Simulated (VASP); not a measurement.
# GaN (P6_3mc) in VASP: single point with PBE

Aim: the single point of GaN with PBE.

All numbers are computed with VASP 6.6.1; they aren't measurements. Logs are shortened: lines on timing, memory, paths and dates and some standing lists are left out, and cuts for length are marked.

## 1. The cell of the first run

It takes space group P6_3mc (No. 186, hexagonal). Conventional cell: a = 3.219 Å, b = 3.219 Å, c = 5.244 Å, α = 90.00°, β = 90.00°, γ = 120.00°. Ga (site symmetry 3m) has 4 N at 1.97 to 1.98 Å within 2.6 Å. Within 2.6 Å of N (site symmetry 3m) lie 4 Ga at 1.97 to 1.98 Å.

## 2. Single point, PBE

The input, INCAR:

```
PREC     = Accurate       # precision mode
ENCUT    = 600            # plane-wave cutoff, eV
EDIFF    = 1E-6           # SCF threshold, eV
ISMEAR   = -1             # smearing method
SIGMA    = 0.01           # smearing width, eV
LREAL    = False          # projectors in reciprocal space
LASPH    = True           # aspherical terms in the spheres
NELM     = 120            # most SCF steps
ALGO     = Normal         # electronic algorithm
ISIF     = 2              # what is computed and relaxed
LWAVE    = False          # write WAVECAR
LCHARG   = False          # write CHGCAR
GGA      = PE             # functional
NBANDS   = 86             # bands
GGA_COMPAT= False
```

The input, KPOINTS:

```
regular mesh
0
Gamma
  2 2 3
```

The input, POSCAR:

```
GaN
1.0
    6.4372426901      0.0000000000      0.0000000000
   -3.2186213451      5.5748157000      0.0000000000
    0.0000000000      0.0000000000      5.2435339933
Ga N
8 8
Direct
    0.3333333333      0.1666666667      0.4991368700
    0.1666666667      0.3333333333      0.9991368700
    0.3333333333      0.6666666667      0.4991368700
    0.1666666667      0.8333333333      0.9991368700
    0.8333333333      0.1666666667      0.4991368700
    0.6666666667      0.3333333333      0.9991368700
    0.8333333333      0.6666666667      0.4991368700
    0.6666666667      0.8333333333      0.9991368700
    0.3333333333      0.1666666667      0.8758631300
    0.1666666667      0.3333333333      0.3758631300
    0.3333333333      0.6666666667      0.8758631300
    0.1666666667      0.8333333333      0.3758631300
    0.8333333333      0.1666666667      0.8758631300
    0.6666666667      0.3333333333      0.3758631300
    0.8333333333      0.6666666667      0.8758631300
    0.6666666667      0.8333333333      0.3758631300
```

Potentials or basis: VASP PAW PBE potentials, release 64 (Ga_d, N).

Launch:

```sh
> cat potpaw_PBE.64/Ga_d/POTCAR potpaw_PBE.64/N/POTCAR > POTCAR
> mpirun -np 1 vasp_std > vasp.out
```

OUTCAR:

```text
PREC = Accurate
   ENCUT = 600
   EDIFF = 1E-6
   ISMEAR = -1
   LREAL = False
   LASPH = True
   NELM = 120
   ISIF = 2
   GGA = PE

 ion  position               nearest neighbor table
   1  0.333  0.167  0.499-  10 1.97  14 1.97  12 1.97   9 1.98
   2  0.167  0.333  0.999-   9 1.97  13 1.97  11 1.97  10 1.98
   3  0.333  0.667  0.499-  12 1.97  16 1.97  10 1.97  11 1.98
   4  0.167  0.833  0.999-  11 1.97  15 1.97   9 1.97  12 1.98
   5  0.833  0.167  0.499-  14 1.97  10 1.97  16 1.97  13 1.98
   6  0.667  0.333  0.999-  13 1.97   9 1.97  15 1.97  14 1.98
[... 8 lines left out ...]
  15  0.833  0.667  0.876-   8 1.97   4 1.97   6 1.97   7 1.98
  16  0.667  0.833  0.376-   7 1.97   3 1.97   5 1.97   8 1.98

  LATTYP: Found a hexagonal cell.
 ALAT       =     6.4372426901
 C/A-ratio  =     0.8145621108

  Lattice vectors:

 A1 = (   6.4372426901,   0.0000000000,   0.0000000000)
 A2 = (  -3.2186213451,   5.5748157000,   0.0000000000)
 A3 = (   0.0000000000,   0.0000000000,   5.2435339933)

Analysis of symmetry for initial positions (statically):
=====================================================================
 Subroutine PRICEL returns following result:

  LATTYP: Found a hexagonal cell.
 ALAT       =     3.2186213451
 C/A-ratio  =     1.6291242216

  Lattice vectors:

 A1 = (   3.2186213451,   0.0000000000,   0.0000000000)
 A2 = (  -1.6093106726,   2.7874078500,   0.0000000000)
 A3 = (   0.0000000000,   0.0000000000,   5.2435339933)

   4 primitive cells build up your supercell.

 Routine SETGRP: Setting up the symmetry group for a
 hexagonal supercell.

 Subroutine GETGRP returns: Found 12 space group operations
 (whereof  6 operations were pure point group operations)
 out of a pool of 24 trial point group operations.

The static configuration has the point symmetry C_3v.
 The point group associated with its full space group is C_6v.

Analysis of symmetry for dynamics (positions and initial velocities):
=====================================================================
 Subroutine PRICEL returns following result:

  LATTYP: Found a hexagonal cell.
 ALAT       =     3.2186213451
 C/A-ratio  =     1.6291242216

  Lattice vectors:

 A1 = (   3.2186213451,   0.0000000000,   0.0000000000)
 A2 = (  -1.6093106726,   2.7874078500,   0.0000000000)
 A3 = (   0.0000000000,   0.0000000000,   5.2435339933)

   4 primitive cells build up your supercell.

 Routine SETGRP: Setting up the symmetry group for a
 hexagonal supercell.

 Subroutine GETGRP returns: Found 12 space group operations
 (whereof  6 operations were pure point group operations)
 out of a pool of 24 trial point group operations.

The dynamic configuration has the point symmetry C_3v.
 The point group associated with its full space group is C_6v.

 Subroutine INISYM returns: Found 12 space group operations
 (whereof  6 operations are pure point group operations),
 and found     4 'primitive' translations

----------------------------------------------------------------------------------------

                                     Primitive cell

  volume of cell :      47.0429

  direct lattice vectors                    reciprocal lattice vectors
     3.218621345  0.000000000  0.000000000     0.310692030  0.179378127  0.000000000
    -1.609310673  2.787407850  0.000000000     0.000000000  0.358756254  0.000000000
     0.000000000  0.000000000  5.243533993     0.000000000  0.000000000  0.190711074

  length of vectors
     3.218621345  3.218621345  5.243533993     0.358756254  0.358756254  0.190711074

  position of ions in fractional coordinates (direct lattice)
     0.666666667  0.333333333  0.499136870
     0.333333333  0.666666667  0.999136870
     0.666666667  0.333333333  0.875863130
     0.333333333  0.666666667  0.375863130

  ion indices of the primitive-cell ions
   primitive index   ion index
                 1           1
                 2           2
                 3           9
                 4          10

----------------------------------------------------------------------------------------

 KPOINTS: regular mesh

Automatic generation of k-mesh.
 Grid dimensions read from file:
 generate k-points for:    2    2    3

 Generating k-lattice:

  Cartesian coordinates                     Fractional coordinates (reciprocal lattice)
     0.077673008  0.044844532  0.000000000     0.500000000 -0.000000000  0.000000000
     0.000000000  0.089689064  0.000000000     0.000000000  0.500000000  0.000000000
     0.000000000  0.000000000  0.063570358     0.000000000  0.000000000  0.333333333

  Length of vectors
     0.089689064  0.089689064  0.063570358

  Shift w.r.t. Gamma in fractional coordinates (k-lattice)
     0.000000000  0.000000000  0.000000000

 Subroutine IBZKPT returns following result:
 ===========================================

 Found      4 irreducible k-points:

 Following reciprocal coordinates:
            Coordinates               Weight
  0.000000  0.000000  0.000000      1.000000
  0.500000 -0.000000  0.000000      3.000000
  0.000000  0.000000  0.333333      2.000000
  0.500000 -0.000000  0.333333      6.000000
   k-points           NKPTS =      4   k-points in BZ     NKDIM =      4   number of bands    NBANDS=     86
   number of dos      NEDOS =    301   number of ions     NIONS =     16
   total plane-waves  NPLWV = 122472
   dimension x,y,z NGX =    54 NGY =   54 NGZ =   42
   dimension x,y,z NGXF=   108 NGYF=  108 NGZF=   84
   ions per type =               8   8
   NGX,Y,Z   is equivalent  to a cutoff of  13.95, 13.95, 13.32 a.u.
   NGXF,Y,Z  is equivalent  to a cutoff of  27.89, 27.89, 26.63 a.u.
 SYSTEM =  unknown system
   PREC   = accura    normal or accurate (medium, high low for compatibility)
   ISTART =      0    job   : 0-new  1-cont  2-samecut
   ICHARG =      2    charge: 1-file 2-atom 10-const
   ISPIN  =      1    spin polarized calculation?
   LNONCOLLINEAR =      F non collinear calculations
   LSORBIT =      F    spin-orbit coupling
   LASPH  =      T    aspherical Exc in radial PAW
   ENCUT  =  600.0 eV  44.10 Ry    6.64 a.u.  12.86 12.86 10.47*2*pi/ulx,y,z
   NELM   =    120;   NELMIN=  2; NELMDL= -5     # of ELM steps
   EDIFF  = 0.1E-05   stopping-criterion for ELM
   LREAL  =      F    real-space projection
   EDIFFG = 0.1E-04   stopping-criterion for IOM
   NSW    =      0    number of steps for IOM
   IBRION =     -1    ionic relax: 0-MD 1-quasi-New 2-CG
   NFREE  =      0    steps in history (QN), initial steepest desc. (CG)
   ISIF   =      2    stress and relaxation
   ISYM   =      2    0-nonsym 1-usesym 2-fastsym
   POTIM  = 0.5000    time-step for ionic-motion
   TEBEG  =    0.0;   TEEND  =   0.0 temperature during run
   PSTRESS=    0.0 pullay stress
   NELECT =     144.0000    total number of electrons
   NUPDOWN=      -1.0000    fix difference up-down
   EMIN   =  10.00;   EMAX   =-10.00  energy-range for DOS
   EFERMI =   0.00;   METHOD = LEGACY
   ISMEAR =    -1;   SIGMA  =   0.01  broadening in eV -4-tet -1-fermi 0-gaus
   EFERMI_NEDOS =   21; number of points for ismear=-14 and -15
   IALGO  =     38    algorithm
   IMIX   =      4    mixing-type and parameters
     AMIX     =   0.40;   BMIX     =  1.00
     AMIX_MAG =   1.60;   BMIX_MAG =  1.00
  volume/ion in A,a.u.               =      11.76        79.37
  Fermi-wavevector in a.u.,A,eV,Ry     =   1.497422  2.829717 30.507965  2.242272
  Thomas-Fermi vector in A             =   2.609312
   LORBIT       =      0    0 simple, 1 ext, 2 COOP (PROOUT), +10 PAW based schemes
   GGA     = PE    functional components
   LHFCALC =     F    Hartree Fock is set to
   AEXX    =    0.0000 exact exchange contribution
   IVDW    =     0    specifies the selected vdW correction
   LEPSILON=     F    determine dielectric tensor
   LRPA    =     F    only Hartree local field effects (RPA)
 non-spin polarized calculation
  energy-cutoff  :      600.00
  volume of cell :      188.17
 maximum number of plane-waves:      6304
 NGX is ok and might be reduce to    54
   NGX = 25   NGY = 25   NGZ = 21

 number of electron     143.9999971 magnetization

 Free energy of the ion-electron system (eV)
  ---------------------------------------------------
  ext. energy  EPLUGINS =         0.00000000
  ---------------------------------------------------
  free energy    TOTEN  =       -97.05661101 eV

  energy without entropy =      -97.05661101  energy(sigma->0) =      -97.05661101

 E-fermi :   5.2587     XC(G=0): -11.5077

 val. band max:        5.0341883067   @ k =   0.0000   0.0000   0.0000
 cond. band min:       6.7370206457   @ k =   0.0000   0.0000   0.0000
 fundamental gap:      1.7028323390
 Fermi energy:         5.2587223930

 k-point     1 :       0.0000    0.0000    0.0000
  band No.  band energies     occupation
      1     -10.7082      2.00000
      2      -9.8974      2.00000
      3      -9.8974      2.00000
      4      -9.8974      2.00000
      5      -9.8910      2.00000
      6      -9.7475      2.00000
[... 76 lines left out ...]
     83      10.9977      0.00000
     84      13.3726      0.00000

 k-point     2 :       0.5000   -0.0000    0.0000
  band No.  band energies     occupation
      1     -10.2461      2.00000
      2     -10.2461      2.00000
      3      -9.8815      2.00000
      4      -9.8815      2.00000
      5      -9.7962      2.00000
      6      -9.7962      2.00000
[... 76 lines left out ...]
     83      12.6529      0.00000
     84      12.6541      0.00000

 k-point     3 :       0.0000    0.0000    0.3333
  band No.  band energies     occupation
      1     -10.4322      2.00000
      2     -10.0079      2.00000
      3      -9.8245      2.00000
      4      -9.8245      2.00000
      5      -9.8245      2.00000
      6      -9.7499      2.00000
[... 76 lines left out ...]
     83      12.4220      0.00000
     84      12.7072      0.00000

 k-point     4 :       0.5000   -0.0000    0.3333
  band No.  band energies     occupation
      1     -10.0685      2.00000
      2     -10.0685      2.00000
      3      -9.8434      2.00000
      4      -9.8434      2.00000
      5      -9.8120      2.00000
      6      -9.8120      2.00000
[... 76 lines left out ...]
     83      12.7664      0.00000
     84      12.7725      0.00000
 [bands above 84 left out]

------------------------ aborting loop because EDIFF is reached ----------------------------------------

  FORCE on cell =-STRESS in cart. coord.  units (eV):
  Direction    XX          YY          ZZ          XY          YZ          ZX
  --------------------------------------------------------------------------------------
  -------------------------------------------------------------------------------------
  Total       -0.0053303     -0.0053303     -0.5617045      0.0000000      0.0000000      0.0000000
  in kB       -0.0453843     -0.0453843     -4.7825991      0.0000000      0.0000000      0.0000000
  external PRESSURE =      -1.6244559 kB  Pullay stress =       0.0000000 kB

 VOLUME and BASIS-vectors are now :
 -----------------------------------------------------------------------------
  energy-cutoff  :      600.00
  volume of cell :      188.17
      direct lattice vectors                 reciprocal lattice vectors
     6.437242690  0.000000000  0.000000000     0.155346015  0.089689064  0.000000000
    -3.218621345  5.574815700  0.000000000     0.000000000  0.179378127  0.000000000
     0.000000000  0.000000000  5.243533993     0.000000000  0.000000000  0.190711074

 POSITION                                       TOTAL-FORCE (eV/Angst)
 -----------------------------------------------------------------------------------
      1.60931      0.92914      2.61724        -0.000000      0.000000      0.002884
      0.00000      1.85827      5.23901        -0.000000     -0.000000      0.002884
     -0.00000      3.71654      2.61724         0.000000      0.000000      0.002884
     -1.60931      4.64568      5.23901        -0.000000     -0.000000      0.002884
      4.82793      0.92914      2.61724         0.000000      0.000000      0.002884
      3.21862      1.85827      5.23901        -0.000000     -0.000000      0.002884
[... 8 lines left out ...]
      3.21862      3.71654      4.59262         0.000000      0.000000     -0.002884
      1.60931      4.64568      1.97085         0.000000     -0.000000     -0.002884
 -----------------------------------------------------------------------------------
    total drift:                               -0.000001     -0.000002      0.000215

  FREE ENERGIE OF THE ION-ELECTRON SYSTEM (eV)
  ---------------------------------------------------
  free  energy   TOTEN  =       -97.0566110103 eV

  energy  without entropy=      -97.0566110103  energy(sigma->0) =      -97.05661101
```

Wall time 3.4 min (1 thread of Intel Xeon 8259CL, shared host); peak memory 0.36 GiB.

Results:

* Free energy: -97.0566 eV
* Pressure: -0.2 GPa
* Band gap on the k mesh: 1.70 eV

Forces on the atoms (eV/Å):
```
Ga   0.000  0.000  0.003
Ga   0.000  0.000  0.003
Ga   0.000  0.000  0.003
Ga   0.000  0.000  0.003
Ga   0.000  0.000  0.003
Ga   0.000  0.000  0.003
Ga   0.000  0.000  0.003
Ga   0.000  0.000  0.003
N    0.000  0.000 -0.003
N    0.000  0.000 -0.003
N    0.000  0.000 -0.003
N    0.000  0.000 -0.003
N    0.000  0.000 -0.003
N    0.000  0.000 -0.003
N    0.000  0.000 -0.003
N    0.000  0.000 -0.003
```

Caveat: the k points lie up to 0.56 Å⁻¹ apart.
